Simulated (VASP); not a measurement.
# CdSe (P6_3/mmc) in VASP: notebook

Runs on CdSe. Level: PBE. Tasks: single point.

Program: VASP 6.6.1. These are calculated values, not measurements. Logs are shortened: lines on timing, memory, paths and dates and some standing lists are left out, and cuts for length are marked.

## Step 1: The cell of the first run

Symmetry: P6_3/mmc, No. 194, hexagonal system. The conventional cell has a = 4.019 Å, b = 4.019 Å, c = 6.659 Å, α = 90.00°, β = 90.00°, γ = 120.00°. Within 3.8 Å of Cd (site symmetry -3m) lie 6 Se at 2.86 Å and 2 Cd at 3.33 Å. Within 3.8 Å of Se (site symmetry -6m2) lie 6 Cd at 2.86 Å.

## Step 2: Single point, PBE

INCAR reads:

```
  PREC = Accurate
  ENCUT = 520
  EDIFF = 1E-7
  ISMEAR = -1
  SIGMA = 0.02
  LREAL = False
  LASPH = True
  NELM = 100
  ALGO = Normal
  ISIF = 2
  LWAVE = False
  LCHARG = False
  GGA = PE
  NBANDS = 26
```

KPOINTS reads:

```
Automatic mesh
0
Gamma
  6 6 4
```

POSCAR reads:

```
CdSe
1.0
    4.0193504367      0.0000000000      0.0000000000
   -2.0096752184      3.4808595849      0.0000000000
    0.0000000000      0.0000000000      6.6587297966
Cd Se
2 2
Direct
    0.0000000000      0.0000000000      0.0000000000
    0.0000000000      0.0000000000      0.5000000000
    0.3333333333      0.6666666667      0.2500000000
    0.6666666667      0.3333333333      0.7500000000
```

Potentials or basis: VASP PAW PBE potentials, release 64 (Cd, Se).

Launch:

```sh
$ cat potpaw_PBE.64/Cd/POTCAR potpaw_PBE.64/Se/POTCAR > POTCAR
$ mpirun -np 1 vasp_std > vasp.out
```

OUTCAR:

```text
PREC = Accurate
   ENCUT = 520
   EDIFF = 1E-7
   ISMEAR = -1
   LREAL = False
   LASPH = True
   NELM = 100
   ISIF = 2
   GGA = PE

 ion  position               nearest neighbor table
   1  0.000  0.000  0.000-   3 2.86   4 2.86   4 2.86   3 2.86   4 2.86   3 2.86   2 3.33   2 3.33

   2  0.000  0.000  0.500-   3 2.86   4 2.86   4 2.86   3 2.86   4 2.86   3 2.86   1 3.33   1 3.33

   3  0.333  0.667  0.250-   1 2.86   2 2.86   1 2.86   2 2.86   1 2.86   2 2.86
   4  0.667  0.333  0.750-   1 2.86   2 2.86   1 2.86   2 2.86   1 2.86   2 2.86

  LATTYP: Found a hexagonal cell.
 ALAT       =     4.0193504367
 C/A-ratio  =     1.6566681362

  Lattice vectors:

 A1 = (   4.0193504367,   0.0000000000,   0.0000000000)
 A2 = (  -2.0096752184,   3.4808595849,   0.0000000000)
 A3 = (   0.0000000000,   0.0000000000,   6.6587297966)

Analysis of symmetry for initial positions (statically):
=====================================================================
 Subroutine PRICEL returns:
 Original cell was already a primitive cell.

 Routine SETGRP: Setting up the symmetry group for a
 hexagonal supercell.

 Subroutine GETGRP returns: Found 24 space group operations
 (whereof 12 operations were pure point group operations)
 out of a pool of 24 trial point group operations.

The static configuration has the point symmetry D_3d.
 The point group associated with its full space group is D_6h.

Analysis of symmetry for dynamics (positions and initial velocities):
=====================================================================
 Subroutine PRICEL returns:
 Original cell was already a primitive cell.

 Routine SETGRP: Setting up the symmetry group for a
 hexagonal supercell.

 Subroutine GETGRP returns: Found 24 space group operations
 (whereof 12 operations were pure point group operations)
 out of a pool of 24 trial point group operations.

The dynamic configuration has the point symmetry D_3d.
 The point group associated with its full space group is D_6h.

 Subroutine INISYM returns: Found 24 space group operations
 (whereof 12 operations are pure point group operations),
 and found     1 'primitive' translations

----------------------------------------------------------------------------------------

                                     Primitive cell

  volume of cell :      93.1609

  direct lattice vectors                    reciprocal lattice vectors
     4.019350437  0.000000000  0.000000000     0.248796420  0.143642680  0.000000000
    -2.009675218  3.480859585  0.000000000     0.000000000  0.287285360  0.000000000
     0.000000000  0.000000000  6.658729797     0.000000000  0.000000000  0.150178792

  length of vectors
     4.019350437  4.019350437  6.658729797     0.287285360  0.287285360  0.150178792

  position of ions in fractional coordinates (direct lattice)
     0.000000000  0.000000000  0.000000000
     0.000000000  0.000000000  0.500000000
     0.333333333  0.666666667  0.250000000
     0.666666667  0.333333333  0.750000000

  ion indices of the primitive-cell ions
   primitive index   ion index
                 1           1
                 2           2
                 3           3
                 4           4

----------------------------------------------------------------------------------------

 KPOINTS: Automatic mesh

Automatic generation of k-mesh.
 Grid dimensions read from file:
 generate k-points for:    6    6    4

 Generating k-lattice:

  Cartesian coordinates                     Fractional coordinates (reciprocal lattice)
     0.041466070  0.023940447  0.000000000     0.166666667 -0.000000000  0.000000000
     0.000000000  0.047880893  0.000000000     0.000000000  0.166666667  0.000000000
     0.000000000  0.000000000  0.037544698     0.000000000  0.000000000  0.250000000

  Length of vectors
     0.047880893  0.047880893  0.037544698

  Shift w.r.t. Gamma in fractional coordinates (k-lattice)
     0.000000000  0.000000000  0.000000000

 Subroutine IBZKPT returns following result:
 ===========================================

 Found     21 irreducible k-points:

 Following reciprocal coordinates:
            Coordinates               Weight
  0.000000  0.000000  0.000000      1.000000
  0.166667  0.000000  0.000000      6.000000
  0.333333  0.000000  0.000000      6.000000
  0.500000 -0.000000  0.000000      3.000000
  0.166667  0.166667  0.000000      6.000000
  0.333333  0.166667  0.000000     12.000000
[... 13 lines left out ...]
  0.333333  0.166667  0.500000     12.000000
  0.333333  0.333333  0.500000      2.000000
   k-points           NKPTS =     21   k-points in BZ     NKDIM =     21   number of bands    NBANDS=     26
   number of dos      NEDOS =    301   number of ions     NIONS =      4
   total plane-waves  NPLWV =  45000
   dimension x,y,z NGX =    30 NGY =   30 NGZ =   50
   dimension x,y,z NGXF=    60 NGYF=   60 NGZF=  100
   ions per type =               2   2
   NGX,Y,Z   is equivalent  to a cutoff of  12.41, 12.41, 12.48 a.u.
   NGXF,Y,Z  is equivalent  to a cutoff of  24.82, 24.82, 24.97 a.u.
 SYSTEM =  unknown system
   PREC   = accura    normal or accurate (medium, high low for compatibility)
   ISTART =      0    job   : 0-new  1-cont  2-samecut
   ICHARG =      2    charge: 1-file 2-atom 10-const
   ISPIN  =      1    spin polarized calculation?
   LNONCOLLINEAR =      F non collinear calculations
   LSORBIT =      F    spin-orbit coupling
   LASPH  =      T    aspherical Exc in radial PAW
   ENCUT  =  520.0 eV  38.22 Ry    6.18 a.u.   7.47  7.47 12.38*2*pi/ulx,y,z
   NELM   =    100;   NELMIN=  2; NELMDL= -5     # of ELM steps
   EDIFF  = 0.1E-06   stopping-criterion for ELM
   LREAL  =      F    real-space projection
   EDIFFG = 0.1E-05   stopping-criterion for IOM
   NSW    =      0    number of steps for IOM
   IBRION =     -1    ionic relax: 0-MD 1-quasi-New 2-CG
   NFREE  =      0    steps in history (QN), initial steepest desc. (CG)
   ISIF   =      2    stress and relaxation
   ISYM   =      2    0-nonsym 1-usesym 2-fastsym
   POTIM  = 0.5000    time-step for ionic-motion
   TEBEG  =    0.0;   TEEND  =   0.0 temperature during run
   PSTRESS=    0.0 pullay stress
   NELECT =      36.0000    total number of electrons
   NUPDOWN=      -1.0000    fix difference up-down
   EMIN   =  10.00;   EMAX   =-10.00  energy-range for DOS
   EFERMI =   0.00;   METHOD = LEGACY
   ISMEAR =    -1;   SIGMA  =   0.02  broadening in eV -4-tet -1-fermi 0-gaus
   EFERMI_NEDOS =   21; number of points for ismear=-14 and -15
   IALGO  =     38    algorithm
   IMIX   =      4    mixing-type and parameters
     AMIX     =   0.40;   BMIX     =  1.00
     AMIX_MAG =   1.60;   BMIX_MAG =  1.00
  volume/ion in A,a.u.               =      23.29       157.17
  Fermi-wavevector in a.u.,A,eV,Ry     =   1.192425  2.253357 19.345816  1.421877
  Thomas-Fermi vector in A             =   2.328463
   LORBIT       =      0    0 simple, 1 ext, 2 COOP (PROOUT), +10 PAW based schemes
   GGA     = PE    functional components
   LHFCALC =     F    Hartree Fock is set to
   AEXX    =    0.0000 exact exchange contribution
   IVDW    =     0    specifies the selected vdW correction
   LEPSILON=     F    determine dielectric tensor
   LRPA    =     F    only Hartree local field effects (RPA)
 non-spin polarized calculation
  energy-cutoff  :      520.00
  volume of cell :       93.16
 maximum number of plane-waves:      2539
 NGX is ok and might be reduce to    30
   NGX = 15   NGY = 15   NGZ = 25

 number of electron      36.0000011 magnetization

 Free energy of the ion-electron system (eV)
  ---------------------------------------------------
  ext. energy  EPLUGINS =         0.00000000
  ---------------------------------------------------
  free energy    TOTEN  =       -10.27619755 eV

  energy without entropy =      -10.27524529  energy(sigma->0) =      -10.27572142

 E-fermi :   2.4997     XC(G=0): -10.0666

 val. band max:        2.4610870229   @ k =   0.1667   0.0000   0.0000
 cond. band min:       2.7044415135   @ k =   0.3333   0.3333   0.0000
 fundamental gap:      0.2433544906
 Fermi energy:         2.4997071561

 k-point     1 :       0.0000    0.0000    0.0000
  band No.  band energies     occupation
      1     -10.5796      2.00000
      2      -9.6512      2.00000
      3      -5.8610      2.00000
      4      -5.8296      2.00000
      5      -5.8296      2.00000
      6      -5.5506      2.00000
[... 18 lines left out ...]
     25      10.4281      0.00000
     26      10.6530      0.00000

 k-point     2 :       0.1667    0.0000    0.0000
  band No.  band energies     occupation
      1     -10.3989      2.00000
      2      -9.6555      2.00000
      3      -5.8532      2.00000
      4      -5.8213      2.00000
      5      -5.6475      2.00000
      6      -5.5958      2.00000
[... 18 lines left out ...]
     25       9.8546      0.00000
     26      10.2920      0.00000

 k-point     3 :       0.3333    0.0000    0.0000
  band No.  band energies     occupation
      1      -9.9868      2.00000
      2      -9.6550      2.00000
      3      -5.8579      2.00000
      4      -5.8334      2.00000
      5      -5.7094      2.00000
      6      -5.6573      2.00000
[... 18 lines left out ...]
     25      10.0280      0.00000
     26      11.4348      0.00000

 k-point     4 :       0.5000   -0.0000    0.0000
  band No.  band energies     occupation
      1      -9.7794      2.00000
      2      -9.6124      2.00000
      3      -5.8893      2.00000
      4      -5.8485      2.00000
      5      -5.7660      2.00000
      6      -5.7081      2.00000
[... 18 lines left out ...]
     25      10.2764      0.00000
     26      12.7603      0.00000

 k-point     5 :       0.1667    0.1667    0.0000
  band No.  band energies     occupation
      1     -10.0965      2.00000
      2      -9.6596      2.00000
      3      -5.8739      2.00000
      4      -5.7860      2.00000
      5      -5.6415      2.00000
      6      -5.6140      2.00000
[... 18 lines left out ...]
     25      10.5033      0.00000
     26      11.0610      0.00000

 k-point     6 :       0.3333    0.1667    0.0000
  band No.  band energies     occupation
      1      -9.7599      2.00000
      2      -9.6430      2.00000
      3      -5.8830      2.00000
      4      -5.7644      2.00000
      5      -5.7003      2.00000
      6      -5.6653      2.00000
[... 340 lines left out ...]
 k-point    18 :       0.5000   -0.0000    0.5000
  band No.  band energies     occupation
      1      -9.6961      2.00000
      2      -9.6961      2.00000
      3      -5.6427      2.00000
      4      -5.6427      2.00000
      5      -5.6186      2.00000
      6      -5.6186      2.00000
[... 18 lines left out ...]
     25       9.9858      0.00000
     26       9.9858      0.00000

 k-point    19 :       0.1667    0.1667    0.5000
  band No.  band energies     occupation
      1      -9.8805      2.00000
      2      -9.8805      2.00000
      3      -5.6819      2.00000
      4      -5.6819      2.00000
      5      -5.6046      2.00000
      6      -5.6046      2.00000
[... 18 lines left out ...]
     25      10.4787      0.00000
     26      10.4787      0.00000

 k-point    20 :       0.3333    0.1667    0.5000
  band No.  band energies     occupation
      1      -9.6982      2.00000
      2      -9.6982      2.00000
      3      -5.7144      2.00000
      4      -5.7144      2.00000
      5      -5.5795      2.00000
      6      -5.5795      2.00000
[... 18 lines left out ...]
     25      11.2308      0.00000
     26      11.2308      0.00000

 k-point    21 :       0.3333    0.3333    0.5000
  band No.  band energies     occupation
      1      -9.6378      2.00000
      2      -9.6378      2.00000
      3      -5.7679      2.00000
      4      -5.7679      2.00000
      5      -5.5263      2.00000
      6      -5.5263      2.00000
[... 18 lines left out ...]
     25      11.0460      0.00000
     26      11.0460      0.00000

------------------------ aborting loop because EDIFF is reached ----------------------------------------

  FORCE on cell =-STRESS in cart. coord.  units (eV):
  Direction    XX          YY          ZZ          XY          YZ          ZX
  --------------------------------------------------------------------------------------
  -------------------------------------------------------------------------------------
  Total        1.3099733      1.3099733      1.1979894     -0.0000000      0.0000000     -0.0000000
  in kB       22.5288626     22.5288626     20.6029684     -0.0000000      0.0000000     -0.0000000
  external PRESSURE =      21.8868979 kB  Pullay stress =       0.0000000 kB

 VOLUME and BASIS-vectors are now :
 -----------------------------------------------------------------------------
  energy-cutoff  :      520.00
  volume of cell :       93.16
      direct lattice vectors                 reciprocal lattice vectors
     4.019350437  0.000000000  0.000000000     0.248796420  0.143642680  0.000000000
    -2.009675218  3.480859585  0.000000000     0.000000000  0.287285360  0.000000000
     0.000000000  0.000000000  6.658729797     0.000000000  0.000000000  0.150178792

 POSITION                                       TOTAL-FORCE (eV/Angst)
 -----------------------------------------------------------------------------------
      0.00000      0.00000      0.00000         0.000000      0.000000      0.000000
      0.00000      0.00000      3.32936         0.000000      0.000000      0.000000
     -0.00000      2.32057      1.66468         0.000000      0.000000     -0.000000
      2.00968      1.16029      4.99405        -0.000000     -0.000000      0.000000
 -----------------------------------------------------------------------------------
    total drift:                               -0.000000      0.000000      0.000000

  FREE ENERGIE OF THE ION-ELECTRON SYSTEM (eV)
  ---------------------------------------------------
  free  energy   TOTEN  =       -10.2761975548 eV

  energy  without entropy=      -10.2752452946  energy(sigma->0) =      -10.27572142
```

Run time: 26 s. Hardware: 1 thread of Intel Xeon Platinum 8559C (Emerald Rapids), shared host; peak memory 0.21 GiB.

What came out:

| Item | Value |
| --- | --- |
| Free energy | -10.2762 eV |
| Pressure | 2.2 GPa |
| Band gap on the k mesh | zero (band 18 reaches 2.46 eV, above the bottom of band 19 at 2.43 eV) |

Stress tensor (GPa, compression positive):
```
2.25 0.00 0.00
0.00 2.25 0.00
0.00 0.00 2.06
```

Levels at points of the mesh, in eV from the Fermi level:
```csv
k point,band 14,band 15,band 16,band 17,band 18,band 19,band 20,band 21,band 22,band 23
"(0.00, 0.00, 0.00)",-0.76,-0.72,-0.72,-0.13,-0.07,-0.07,2.81,6.08,6.08,6.70
"(0.50, 0.00, 0.00)",-3.77,-3.11,-2.14,-1.81,-0.10,2.04,3.14,3.21,5.23,6.69
"(0.00, 0.00, 0.50)",-3.68,-0.37,-0.37,-0.37,-0.37,2.46,2.46,6.32,6.32,6.40
"(0.50, 0.00, 0.50)",-4.82,-1.44,-1.44,-1.26,-1.26,1.55,1.55,5.29,5.29,7.48
```

## Step 3: Single point, PBE

INCAR reads:

```
PREC = Accurate
ENCUT = 520
EDIFF = 1E-6
ISMEAR = -1
SIGMA = 0.02
LREAL = False
LASPH = True
NELM = 60
ALGO = Normal
ISIF = 2
LWAVE = False
LCHARG = False
GGA = PE
NBANDS = 26
```

KPOINTS reads:

```
Automatic mesh
0
Gamma
  6 6 4
  0 0 0.5
```

POSCAR is that of step 2.

Potentials or basis: VASP PAW PBE potentials, release 64 (Cd, Se).

Launch:

```sh
$ cat potpaw_PBE.64/Cd/POTCAR potpaw_PBE.64/Se/POTCAR > POTCAR
$ mpirun -np 1 vasp_std > vasp.out
```

Run time: 19 s. Hardware: 1 thread of Intel Xeon Platinum 8559C (Emerald Rapids), shared host; peak memory 0.2 GiB.

Results (log left out):

```yaml
Free_energy: -10.2762 eV
Pressure: 2.1 GPa
Band_gap_on_the_k_mesh: 0.55 eV, indirect (least direct gap 0.56 eV)
```

Stress tensor (GPa, compression positive):
```
2.23 0.00 0.00
0.00 2.23 0.00
0.00 0.00 1.92
```

Levels at points of the mesh, in eV from the valence-band top:
| k point | band 14 | band 15 | band 16 | band 17 | band 18 | band 19 | band 20 | band 21 | band 22 | band 23 |
| --- | --- | --- | --- | --- | --- | --- | --- | --- | --- | --- |
| (0.00, 0.00, 0.12) | -1.29 | -0.61 | -0.61 | -0.01 | -0.01 | 0.55 | 2.91 | 6.17 | 6.17 | 6.67 |
